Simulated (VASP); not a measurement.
# CdS (Hawleyite) (F-43m) in VASP: a series of runs, part 2 of 2

VASP 6.6.1. The steps go on from the part before.

## 3. Relaxation of cell and atoms, LDA

Contents of INCAR:

```
SYSTEM = CdS
PREC = Accurate ; ENCUT = 600
EDIFF = 1E-6 ; ISMEAR = 0
SIGMA = 0.01 ; LREAL = .FALSE.
LASPH = .TRUE. ; NELM = 100
ALGO = Normal ; ISIF = 3
LWAVE = .FALSE. ; LCHARG = .FALSE.
GGA = CA ; IBRION = 2
NSW = 80 ; EDIFFG = -0.05
```

Contents of KPOINTS:

```
Automatic mesh
0
G
  6 6 6
  0 0 0
```

Contents of POSCAR:

```
CdS
1.0
    0.0000000000      2.9165000000      2.9165000000
    2.9165000000      0.0000000000      2.9165000000
    2.9165000000      2.9165000000      0.0000000000
Cd S
1 1
Direct
    0.0000000000      0.0000000000      0.0000000000
    0.2500000000      0.2500000000      0.2500000000
```

Potentials or basis: VASP PAW LDA potentials, release 64 (Cd, S).

Launch:

```bash
$ cat potpaw_LDA.64/Cd/POTCAR potpaw_LDA.64/S/POTCAR > POTCAR
$ mpirun -np 1 vasp_std > vasp.out
```

It took 11 s on 1 thread of Intel Xeon 6975P-C (Granite Rapids), shared host; peak memory 0.18 GiB.

The run converged. Its results:

```yaml
Free_energy: -7.4050 eV
Relaxed_volume: 24.03 Å³/atom
Relaxed_cell: a = 4.081 Å, b = 4.081 Å, c = 4.081 Å, α = 60.00°, β = 60.00°, γ = 60.00°
Space_group_after_relaxing_to_0.05_Å: F-43m (No. 216)
Energy_gained_by_relaxing: 5.1 meV/atom
Ionic_steps: 3
Pressure_after_relaxing: 0.0 GPa
Band_gap_on_the_k_mesh: 0.96 eV, direct
```

The path:
```csv
step,energy change (eV),largest force (eV/Å),pressure (GPa),volume (Å³)
1,0.0000,0.0000,-2.01,49.62
2,-0.0083,0.0000,0.90,47.42
3,-0.0101,0.0000,-0.02,48.05
```

Final structure:
```cif
data_structure
_symmetry_space_group_name_H-M 'P 1'
_symmetry_Int_Tables_number 1
_cell_length_a 4.0808
_cell_length_b 4.0808
_cell_length_c 4.0808
_cell_angle_alpha 60.000
_cell_angle_beta 60.000
_cell_angle_gamma 60.000
_cell_volume 48.05
loop_
_atom_site_label
_atom_site_type_symbol
_atom_site_fract_x
_atom_site_fract_y
_atom_site_fract_z
_atom_site_occupancy
Cd1 Cd 0.00000 0.00000 0.00000 1
S1 S 0.25000 0.25000 0.25000 1
```

Levels at points of the mesh, in eV from the valence-band top:
```tsv
k point	band 5	band 6	band 7	band 8	band 9	band 10	band 11	band 12	band 13
(0.00, 0.00, 0.00)	-7.38	-7.38	0.00	0.00	0.00	0.96	6.35	6.35	6.35
(0.50, 0.00, 0.00)	-7.34	-6.96	-4.72	-0.82	-0.82	2.83	6.84	6.84	7.32
(0.50, 0.50, 0.00)	-7.28	-6.90	-4.20	-2.04	-2.04	3.25	4.20	9.10	10.74
```

## 4. Relaxation of cell and atoms, r2SCAN+D4

POSCAR is that of step 3.

Contents of INCAR.step1:

```
SYSTEM = CdS
ALGO = Normal
EDIFF = 1E-4
ENCUT = 600
GGA = PE
ISMEAR = 0
LASPH = .TRUE.
LCHARG = .FALSE.
LREAL = .FALSE.
LWAVE = .TRUE.
NELM = 100
PREC = Accurate
SIGMA = 0.01
```

Contents of INCAR.step2:

```
SYSTEM = CdS
ALGO = Normal
EDIFF = 1E-6
EDIFFG = -0.05
ENCUT = 600
IBRION = 2
ISIF = 3
ISMEAR = 0
ISTART = 1
IVDW = 13
LASPH = .TRUE.
LCHARG = .FALSE.
LMIXTAU = .TRUE.
LREAL = .FALSE.
LWAVE = .FALSE.
METAGGA = R2SCAN
NELM = 100
NSW = 80
PREC = Accurate
SIGMA = 0.01
VDW_A1 = 0.51559235
VDW_A2 = 5.77342911
VDW_S6 = 1.0
VDW_S8 = 0.6018749
```

Contents of KPOINTS:

```
k-points
0
G
  6 6 6
  0 0 0
```

Potentials or basis: VASP PAW PBE potentials, release 64 (Cd, S).

Launch:

```bash
$ cat potpaw_PBE.64/Cd/POTCAR potpaw_PBE.64/S/POTCAR > POTCAR
$ cp INCAR.step1 INCAR
$ mpirun -np 1 vasp_std > vasp.out
$ cp INCAR.step2 INCAR
$ mpirun -np 1 vasp_std > vasp.out
```

OUTCAR:

```text
SYSTEM = CdS
   EDIFF = 1E-6
   EDIFFG = -0.05
   ENCUT = 600
   IBRION = 2
   ISIF = 3
   ISMEAR = 0
   ISTART = 1
   IVDW = 13
   LASPH = .TRUE.
   LREAL = .FALSE.
   METAGGA = R2SCAN
   NELM = 100
   NSW = 80
   PREC = Accurate

 ion  position               nearest neighbor table
   1  0.000  0.000  0.000-   2 2.53   2 2.53   2 2.53   2 2.53
   2  0.250  0.250  0.250-   1 2.53   1 2.53   1 2.53   1 2.53

  LATTYP: Found a face centered cubic cell.
 ALAT       =     5.8330000000

  Lattice vectors:

 A1 = (   0.0000000000,   2.9165000000,   2.9165000000)
 A2 = (   2.9165000000,   0.0000000000,   2.9165000000)
 A3 = (   2.9165000000,   2.9165000000,   0.0000000000)

Analysis of symmetry for initial positions (statically):
=====================================================================
[... 166 lines left out ...]

------------------------ aborting loop because EDIFF is reached ----------------------------------------

  DFT-D4 for vdW energy calculation

  Edisp (eV):   -0.23663
[... 71 lines left out ...]
--------------------------------------- Ionic step        3  -------------------------------------------

 number of electron      17.9999999 magnetization

 Free energy of the ion-electron system (eV)
  ---------------------------------------------------
  ext. energy  EPLUGINS =         0.00000000
  ---------------------------------------------------
  free energy    TOTEN  =       -29.68301493 eV

  energy without entropy =      -29.68301493  energy(sigma->0) =      -29.68301493

 E-fermi :   0.9837     XC(G=0):  -9.6539

 val. band max:        0.9144276109   @ k =   0.0000   0.0000   0.0000
 cond. band min:       2.4687601754   @ k =   0.0000   0.0000   0.0000
 fundamental gap:      1.5543325645
 Fermi energy:         0.9837037766

 k-point     1 :       0.0000    0.0000    0.0000
  band No.  band energies     occupation
      1     -11.8608      2.00000
      2      -6.9980      2.00000
      3      -6.9980      2.00000
      4      -6.9980      2.00000
      5      -6.5075      2.00000
      6      -6.5075      2.00000
      7       0.9144      2.00000
      8       0.9144      2.00000
      9       0.9144      2.00000
     10       2.4688      0.00000
     11       7.9917      0.00000
     12       7.9917      0.00000
     13       7.9917      0.00000
[... 271 lines left out ...]
  FREE ENERGIE OF THE ION-ELECTRON SYSTEM (eV)
  ---------------------------------------------------
  free  energy   TOTEN  =       -29.9160705614 eV

  energy  without entropy=      -29.9160705614  energy(sigma->0) =      -29.91607056

 reached required accuracy - stopping structural energy minimisation
```

Wall time 70 s (1 thread of Intel Xeon 6975P-C (Granite Rapids), shared host); peak memory 0.23 GiB.

What came out:

- Free energy: -29.9161 eV
- Relaxed volume: 25.21 Å³/atom
- Relaxed cell: a = 4.147 Å, b = 4.147 Å, c = 4.147 Å, α = 60.00°, β = 60.00°, γ = 60.00°
- Space group after relaxing (to 0.05 Å): F-43m (No. 216)
- Energy gained by relaxing: 1.3 meV/atom
- Ionic steps: 3
- Pressure after relaxing: 0.0 GPa
- Band gap on the k mesh: 1.55 eV, direct
- Dispersion energy per atom: -0.117 eV

Step by step:
| step | energy change (eV) | largest force (eV/Å) | pressure (GPa) | volume (Å³) |
| --- | --- | --- | --- | --- |
| 1 | 0.0000 | 0.0000 | 1.05 | 49.62 |
| 2 | -0.0021 | 0.0000 | -0.44 | 50.79 |
| 3 | -0.0026 | 0.0000 | 0.01 | 50.42 |

Final structure:
```
Cd S
1.0
     0.00000    2.93218    2.93218
     2.93218    0.00000    2.93218
     2.93218    2.93218    0.00000
Cd S
1 1
Direct
  0.00000 0.00000 0.00000
  0.25000 0.25000 0.25000
```

Levels at points of the mesh, in eV from the valence-band top:
```tsv
k point	band 7	band 8	band 9	band 10	band 11	band 12
(0.00, 0.00, 0.00)	0.00	0.00	0.00	1.55	7.08	7.08
(0.50, 0.00, 0.00)	-4.37	-0.74	-0.74	3.45	7.48	7.48
(0.50, 0.50, 0.00)	-3.91	-1.87	-1.87	3.87	4.74	9.72
```

Caveat: the PAW data sets were made with another functional, which shifts forces and pressure a little.

## 5. Summary

```tsv
level	potentials or basis	gap on the mesh (eV)	pressure (GPa)	relaxed volume (Å³/atom)
PBE	VASP PAW PBE potentials, release 64 (Cd, S)	1.03	0.0	26.15
LDA	VASP PAW LDA potentials, release 64 (Cd, S)	0.96	0.0	24.03
r2SCAN+D4	VASP PAW PBE potentials, release 64 (Cd, S)	1.55	0.0	25.21
```

Alike in all rows: task relaxation of cell and atoms; no spin polarisation; cell relaxed; k mesh 6 × 6 × 6; cutoff (eV) 600; smearing gaussian 0.01 eV.

Caveats: the PAW data sets were made with another functional, which shifts forces and pressure a little (some runs).

Total energies depend on the potentials used, so only differences within one code and one set of settings carry meaning.
